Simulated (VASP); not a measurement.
# HfH5 (F-43m) in VASP: further runs, part 2 of 2

VASP 6.6.1. The steps go on from the part before.

## (3) Relaxation of cell and atoms, PBE

This run uses another cell than the first one, of 9.46 Å³/atom.

Contents of INCAR:

```
SYSTEM = HfH5
ALGO = Normal
EDIFF = 1E-6
EDIFFG = -0.04
ENCUT = 600
GGA = PE
IBRION = 2
ISIF = 3
ISMEAR = 0
LASPH = .True.
LCHARG = .False.
LREAL = .False.
LWAVE = .False.
NELM = 100
NSW = 90
PREC = Accurate
SIGMA = 0.1
```

Contents of KPOINTS:

```
k-points
0
Gamma
  6 6 6
  0 0 0
```

Contents of POSCAR:

```
HfH5
1.0
    0.0000000000      3.0498076200      3.0498076200
    3.0498076200      0.0000000000      3.0498076200
    3.0498076200      3.0498076200      0.0000000000
Hf H
1 5
Direct
    0.0000000000      0.0000000000      0.0000000000
    0.1250000000      0.6250000000      0.6250000000
    0.6250000000      0.6250000000      0.6250000000
    0.6250000000      0.1250000000      0.6250000000
    0.6250000000      0.6250000000      0.1250000000
    0.2500000000      0.2500000000      0.2500000000
```

Potentials or basis: VASP PAW PBE potentials, release 64 (Hf_pv, H).

Started as:

```console
$ cat potpaw_PBE.64/Hf_pv/POTCAR potpaw_PBE.64/H/POTCAR > POTCAR
$ mpirun -np 1 vasp_std > vasp.out
```

OUTCAR:

```text
SYSTEM = HfH5
   EDIFF = 1E-6
   EDIFFG = -0.04
   ENCUT = 600
   GGA = PE
   IBRION = 2
   ISIF = 3
   ISMEAR = 0
   LASPH = .True.
   LREAL = .False.
   NELM = 100
   NSW = 90
   PREC = Accurate

 ion  position               nearest neighbor table
   1  0.000  0.000  0.000-
   2  0.125  0.625  0.625-
   3  0.625  0.625  0.625-
   4  0.625  0.125  0.625-
   5  0.625  0.625  0.125-
   6  0.250  0.250  0.250-

  LATTYP: Found a face centered cubic cell.
 ALAT       =     6.0996152400

  Lattice vectors:

 A1 = (   0.0000000000,   3.0498076200,   3.0498076200)
 A2 = (   3.0498076200,   0.0000000000,   3.0498076200)
 A3 = (   3.0498076200,   3.0498076200,   0.0000000000)

Analysis of symmetry for initial positions (statically):
=====================================================================
 Subroutine PRICEL returns:
 Original cell was already a primitive cell.

 Routine SETGRP: Setting up the symmetry group for a
 face centered cubic supercell.

 Subroutine GETGRP returns: Found 24 space group operations
 (whereof 24 operations were pure point group operations)
 out of a pool of 48 trial point group operations.

The static configuration has the point symmetry T_d .

Analysis of symmetry for dynamics (positions and initial velocities):
=====================================================================
 Subroutine PRICEL returns:
 Original cell was already a primitive cell.

 Routine SETGRP: Setting up the symmetry group for a
 face centered cubic supercell.

 Subroutine GETGRP returns: Found 24 space group operations
 (whereof 24 operations were pure point group operations)
 out of a pool of 48 trial point group operations.

The dynamic configuration has the point symmetry T_d .

 Subroutine INISYM returns: Found 24 space group operations
 (whereof 24 operations are pure point group operations),
 and found     1 'primitive' translations

----------------------------------------------------------------------------------------

                                     Primitive cell

  volume of cell :      56.7345

  direct lattice vectors                    reciprocal lattice vectors
     0.000000000  3.049807620  3.049807620    -0.163944767  0.163944767  0.163944767
     3.049807620  0.000000000  3.049807620     0.163944767 -0.163944767  0.163944767
     3.049807620  3.049807620  0.000000000     0.163944767  0.163944767 -0.163944767

  length of vectors
     4.313079299  4.313079299  4.313079299     0.283960666  0.283960666  0.283960666

  position of ions in fractional coordinates (direct lattice)
     0.000000000  0.000000000  0.000000000
     0.125000000  0.625000000  0.625000000
     0.625000000  0.625000000  0.625000000
     0.625000000  0.125000000  0.625000000
     0.625000000  0.625000000  0.125000000
     0.250000000  0.250000000  0.250000000

  ion indices of the primitive-cell ions
   primitive index   ion index
                 1           1
                 2           2
                 3           3
                 4           4
                 5           5
                 6           6

----------------------------------------------------------------------------------------

 KPOINTS: k-points

Automatic generation of k-mesh.
 Grid dimensions read from file:
 generate k-points for:    6    6    6

 Generating k-lattice:

  Cartesian coordinates                     Fractional coordinates (reciprocal lattice)
    -0.027324128  0.027324128  0.027324128     0.166666667  0.000000000  0.000000000
     0.027324128 -0.027324128  0.027324128     0.000000000  0.166666667  0.000000000
     0.027324128  0.027324128 -0.027324128     0.000000000  0.000000000  0.166666667

  Length of vectors
     0.047326778  0.047326778  0.047326778

  Shift w.r.t. Gamma in fractional coordinates (k-lattice)
     0.000000000  0.000000000  0.000000000

 Subroutine IBZKPT returns following result:
 ===========================================

 Found     16 irreducible k-points:

 Following reciprocal coordinates:
            Coordinates               Weight
  0.000000  0.000000  0.000000      1.000000
  0.166667  0.000000  0.000000      8.000000
  0.333333  0.000000  0.000000      8.000000
  0.500000  0.000000  0.000000      4.000000
  0.166667  0.166667  0.000000      6.000000
  0.333333  0.166667  0.000000     24.000000
[... 8 lines left out ...]
 -0.333333  0.333333  0.166667     24.000000
 -0.333333  0.500000  0.166667     12.000000
   k-points           NKPTS =     16   k-points in BZ     NKDIM =     16   number of bands    NBANDS=     11
   number of dos      NEDOS =    301   number of ions     NIONS =      6
   total plane-waves  NPLWV =  46656
   dimension x,y,z NGX =    36 NGY =   36 NGZ =   36
   dimension x,y,z NGXF=    72 NGYF=   72 NGZF=   72
   ions per type =               1   5
   NGX,Y,Z   is equivalent  to a cutoff of  13.88, 13.88, 13.88 a.u.
   NGXF,Y,Z  is equivalent  to a cutoff of  27.75, 27.75, 27.75 a.u.
 SYSTEM =  HfH5
   PREC   = accura    normal or accurate (medium, high low for compatibility)
   ISTART =      0    job   : 0-new  1-cont  2-samecut
   ICHARG =      2    charge: 1-file 2-atom 10-const
   ISPIN  =      1    spin polarized calculation?
   LNONCOLLINEAR =      F non collinear calculations
   LSORBIT =      F    spin-orbit coupling
   LASPH  =      T    aspherical Exc in radial PAW
   ENCUT  =  600.0 eV  44.10 Ry    6.64 a.u.   8.61  8.61  8.61*2*pi/ulx,y,z
   NELM   =    100;   NELMIN=  2; NELMDL= -5     # of ELM steps
   EDIFF  = 0.1E-05   stopping-criterion for ELM
   LREAL  =      F    real-space projection
   EDIFFG = -.4E-01   stopping-criterion for IOM
   NSW    =     90    number of steps for IOM
   IBRION =      2    ionic relax: 0-MD 1-quasi-New 2-CG
   NFREE  =      1    steps in history (QN), initial steepest desc. (CG)
   ISIF   =      3    stress and relaxation
   ISYM   =      2    0-nonsym 1-usesym 2-fastsym
   POTIM  = 0.5000    time-step for ionic-motion
   TEBEG  =    0.0;   TEEND  =   0.0 temperature during run
   PSTRESS=    0.0 pullay stress
   NELECT =      15.0000    total number of electrons
   NUPDOWN=      -1.0000    fix difference up-down
   EMIN   =  10.00;   EMAX   =-10.00  energy-range for DOS
   EFERMI =   0.00;   METHOD = LEGACY
   ISMEAR =     0;   SIGMA  =   0.10  broadening in eV -4-tet -1-fermi 0-gaus
   EFERMI_NEDOS =   21; number of points for ismear=-14 and -15
   IALGO  =     38    algorithm
   IMIX   =      4    mixing-type and parameters
     AMIX     =   0.40;   BMIX     =  1.00
     AMIX_MAG =   1.60;   BMIX_MAG =  1.00
  volume/ion in A,a.u.               =       9.46        63.81
  Fermi-wavevector in a.u.,A,eV,Ry     =   1.050726  1.985584 15.021173  1.104025
  Thomas-Fermi vector in A             =   2.185741
   LORBIT       =      0    0 simple, 1 ext, 2 COOP (PROOUT), +10 PAW based schemes
   GGA     = PE    functional components
   LHFCALC =     F    Hartree Fock is set to
   AEXX    =    0.0000 exact exchange contribution
   IVDW    =     0    specifies the selected vdW correction
   LEPSILON=     F    determine dielectric tensor
   LRPA    =     F    only Hartree local field effects (RPA)
 conjugate gradient relaxation of ions
 non-spin polarized calculation
 Gauss-broadening in eV      SIGMA  =   0.10
  energy-cutoff  :      600.00
  volume of cell :       56.73
 maximum number of plane-waves:      1917
 NGX is ok and might be reduce to    36
   NGX = 17   NGY = 17   NGZ = 17

--------------------------------------- Ionic step        1  -------------------------------------------

 number of electron      14.9999999 magnetization

 Free energy of the ion-electron system (eV)
  ---------------------------------------------------
  ext. energy  EPLUGINS =         0.00000000
  ---------------------------------------------------
  free energy    TOTEN  =       -22.63135714 eV

  energy without entropy =      -22.61403415  energy(sigma->0) =      -22.62269565

 E-fermi :   0.8823     XC(G=0):  -9.4540

 val. band max:        0.8724866735   @ k =   0.5000   0.1667   0.0000
 cond. band min:       0.9460910270   @ k =  -0.3333   0.3333   0.1667
 fundamental gap:      0.0736043535
 Fermi energy:         0.8823118034

 k-point     1 :       0.0000    0.0000    0.0000
  band No.  band energies     occupation
      1     -31.2930      2.00000
      2     -31.2930      2.00000
      3     -31.2930      2.00000
      4      -7.4273      2.00000
      5       0.0754      2.00000
      6       0.0754      2.00000
      7       0.0754      2.00000
      8       0.5959      1.99995
      9       2.2351      0.00000
     10       2.2351      0.00000
     11       3.6785      0.00000
[... 756 lines left out ...]
  energy  without entropy=      -25.6714256417  energy(sigma->0) =      -25.67838652

--------------------------------------- Ionic step        9  -------------------------------------------

 number of electron      15.0000000 magnetization

 Free energy of the ion-electron system (eV)
  ---------------------------------------------------
  ext. energy  EPLUGINS =         0.00000000
  ---------------------------------------------------
  free energy    TOTEN  =       -25.68811239 eV

  energy without entropy =      -25.67436058  energy(sigma->0) =      -25.68123649

 E-fermi :   4.2885     XC(G=0): -11.5393

 val. band max:        3.9396398143   @ k =  -0.3333   0.3333   0.0000
 cond. band min:       4.2909168341   @ k =   0.1667   0.0000   0.0000
 fundamental gap:      0.3512770198
 Fermi energy:         4.2885377983

 k-point     1 :       0.0000    0.0000    0.0000
  band No.  band energies     occupation
      1     -26.4874      2.00000
      2     -26.4874      2.00000
      3     -26.4874      2.00000
      4      -7.9688      2.00000
      5       2.6051      2.00000
      6       2.6051      2.00000
      7       2.6051      2.00000
      8       3.6245      2.00000
      9       6.2347      0.00000
     10       6.2347      0.00000
     11       8.1116      0.00000
[... 241 lines left out ...]
  FREE ENERGIE OF THE ION-ELECTRON SYSTEM (eV)
  ---------------------------------------------------
  free  energy   TOTEN  =       -25.6881123930 eV

  energy  without entropy=      -25.6743605842  energy(sigma->0) =      -25.68123649

 reached required accuracy - stopping structural energy minimisation
```

CONTCAR:

```text
HfH5
   1.00000000000000
     0.0000000000000000    2.5652485160236895    2.5652485160236895
     2.5652485160236895    0.0000000000000000    2.5652485160236895
     2.5652485160236895    2.5652485160236895    0.0000000000000000
  Hf              H
     1     5
Direct
     0.0000000000000000    0.0000000000000000    0.0000000000000000
     0.1288311302136019    0.6237229565954662    0.6237229565954662
     0.6237229565954662    0.6237229565954662    0.6237229565954662
     0.6237229565954662    0.1288311302136019    0.6237229565954662
     0.6237229565954662    0.6237229565954662    0.1288311302136018
     0.2500000000000000    0.2500000000000000    0.2500000000000000

  0.00000000E+00  0.00000000E+00  0.00000000E+00
  0.00000000E+00  0.00000000E+00  0.00000000E+00
  0.00000000E+00  0.00000000E+00  0.00000000E+00
  0.00000000E+00  0.00000000E+00  0.00000000E+00
  0.00000000E+00  0.00000000E+00  0.00000000E+00
  0.00000000E+00  0.00000000E+00  0.00000000E+00
```

It took 1.8 min on 1 thread of AMD EPYC 7R13 (Zen 3), shared host; peak memory 0.19 GiB.

Results:

```yaml
Free_energy: -25.6881 eV
Relaxed_volume: 5.63 Å³/atom
Relaxed_cell: a = 3.628 Å, b = 3.628 Å, c = 3.628 Å, α = 60.00°, β = 60.00°, γ = 60.00°
Space_group_after_relaxing_to_0.1_Å: F-43m (No. 216)
Energy_gained_by_relaxing: 509.5 meV/atom
Ionic_steps: 9
Pressure_after_relaxing: -0.5 GPa
Band_gap_on_the_k_mesh: zero (an odd number of electrons rules out a gap without spin polarisation)
```

Step by step:
```csv
step,energy change (eV),largest force (eV/Å),pressure (GPa),volume (Å³)
1,0.0000,0.1967,-28.19,56.73
2,-2.1114,0.0710,-23.41,44.14
3,-2.9661,0.0801,-9.38,36.38
4,-3.0371,0.1838,3.62,32.95
5,-3.0464,0.1538,-0.45,33.84
6,-3.0452,0.1663,1.25,33.46
7,-3.0516,0.1135,-0.03,33.72
8,-3.0540,0.0600,-1.33,33.99
9,-3.0568,0.0286,-0.49,33.76
```

Final structure:
```xyz
6
Lattice="0.0000 2.5652 2.5652 2.5652 0.0000 2.5652 2.5652 2.5652 0.0000" Properties=species:S:1:pos:R:3 pbc="T T T"
Hf    0.0000    0.0000    0.0000
H     3.2000    1.9305    1.9305
H     3.2000    3.2000    3.2000
H     1.9305    3.2000    1.9305
H     1.9305    1.9305    3.2000
H     1.2826    1.2826    1.2826
```

Levels at points of the mesh, in eV from the Fermi level:
```
           k point  band 6  band 7  band 8  band 9  band 10  band 11
(0.00, 0.00, 0.00)   -1.68   -1.68   -0.66    1.95     1.95     3.82
(0.50, 0.00, 0.00)   -2.58   -2.58   -0.50    3.44     3.44     4.36
(0.50, 0.50, 0.00)   -5.45   -0.50   -0.50    3.48     4.07     4.25
```

Caveat: the volume moved by over 15 % at a fixed basis, so the end points are rough; spin-orbit coupling is left out, which moves the levels of the heavy elements; an odd number of electrons without spin polarisation forces a metal; a magnetic or distorted state may lie lower.

## (4) Relaxation of cell and atoms, PBE

Contents of INCAR:

```
SYSTEM = HfH5
ALGO = Normal ; EDIFF = 1E-6
EDIFFG = -0.01 ; ENCUT = 600
GGA = PE ; IBRION = 2
ISIF = 3 ; ISMEAR = 0
LASPH = .TRUE. ; LCHARG = .FALSE.
LREAL = .FALSE. ; LWAVE = .FALSE.
NELM = 80 ; NSW = 100
PREC = Accurate ; SIGMA = 0.1
```

Contents of KPOINTS:

```
k-points
0
G
  12 12 12
  0 0 0
```

Contents of POSCAR:

```
HfH5
1.0
    0.0000000000      2.5676761493      2.5676761493
    2.5676761493      0.0000000000      2.5676761493
    2.5676761493      2.5676761493      0.0000000000
Hf H
1 5
Direct
    0.0000000000      0.0000000000      0.0000000000
    0.3769034912      0.3769034912      0.8692895265
    0.3769034912      0.8692895265      0.3769034912
    0.8692895265      0.3769034912      0.3769034912
    0.3769034912      0.3769034912      0.3769034912
    0.7500000000      0.7500000000      0.7500000000
```

Started as:

```console
$ cat potpaw_PBE.64/Hf_pv/POTCAR potpaw_PBE.64/H/POTCAR > POTCAR
$ mpirun -np 1 vasp_std > vasp.out
```

Run time: 1.8 min. Hardware: 1 thread of AMD EPYC 7R13 (Zen 3), shared host; peak memory 0.16 GiB.

It converged, with:

```
Free energy                           : -25.6510 eV
Relaxed volume                        : 5.61 Å³/atom
Relaxed cell                          : a = 3.625 Å, b = 3.625 Å, c = 3.625 Å, α = 60.00°, β = 60.00°, γ = 60.00°
Space group after relaxing (to 0.1 Å) : F-43m (No. 216)
Energy gained by relaxing             : 0.2 meV/atom
Ionic steps                           : 6
Pressure after relaxing               : 0.0 GPa
Band gap on the k mesh                : zero (an odd number of electrons rules out a gap without spin polarisation)
```

The path:
```tsv
step	energy change (eV)	largest force (eV/Å)	pressure (GPa)	volume (Å³)
1	0.0000	0.0329	-0.86	33.86
2	-0.0007	0.0218	-0.23	33.71
3	-0.0008	0.0166	0.07	33.64
4	-0.0008	0.0160	0.11	33.63
5	-0.0008	0.0116	0.07	33.64
6	-0.0009	0.0006	-0.02	33.67
```

Final structure:
```
Hf H
1.0
     0.00000    2.56294    2.56294
     2.56294    0.00000    2.56294
     2.56294    2.56294    0.00000
Hf H
1 5
Direct
  0.00000 0.00000 0.00000
  0.37625 0.37625 0.87124
  0.37625 0.87124 0.37625
  0.87124 0.37625 0.37625
  0.37625 0.37625 0.37625
  0.75000 0.75000 0.75000
```

Levels at points of the mesh, in eV from the Fermi level:
| k point | band 5 | band 6 | band 7 | band 8 | band 9 | band 10 | band 11 |
| --- | --- | --- | --- | --- | --- | --- | --- |
| (0.00, 0.00, 0.00) | -1.59 | -1.59 | -1.59 | -0.63 | 2.05 | 2.05 | 3.92 |
| (0.50, 0.00, 0.00) | -7.56 | -2.49 | -2.49 | -0.44 | 3.56 | 3.56 | 4.47 |
| (0.50, 0.50, 0.00) | -6.47 | -5.42 | -0.40 | -0.40 | 3.60 | 4.18 | 4.18 |

Caveat: spin-orbit coupling is left out, which moves the levels of the heavy elements; an odd number of electrons without spin polarisation forces a metal; a magnetic or distorted state may lie lower.

## (5) The runs side by side

```tsv
task	cell	k mesh	cutoff (eV)	gap on the mesh (eV)	pressure (GPa)	relaxed volume (Å³/atom)
single point	a = 3.632 Å, angles 60.0°, 6 atoms, atomic positions A	12 × 12 × 12	520	none	-1.0	-
relaxation of cell and atoms	relaxed from a = 4.313 Å, angles 60.0°, 6 atoms, atomic positions B	6 × 6 × 6	600	none	-0.5	5.63
relaxation of cell and atoms	relaxed from a = 3.631 Å, angles 60.0°, 6 atoms, atomic positions C	12 × 12 × 12	600	none	0.0	5.61
```

Alike in all rows: level PBE; potentials or basis VASP PAW PBE potentials, release 64 (Hf_pv, H); no spin polarisation; smearing gaussian 0.1 eV.

Caveats: spin-orbit coupling is left out, which moves the levels of the heavy elements; an odd number of electrons without spin polarisation forces a metal; a magnetic or distorted state may lie lower; the volume moved by over 15 % at a fixed basis, so the end points are rough (at least some runs).

Absolute energies hang on the potentials; compare differences alone.

The gap in the log of VASP goes by the Fermi energy; the results here count the filled bands.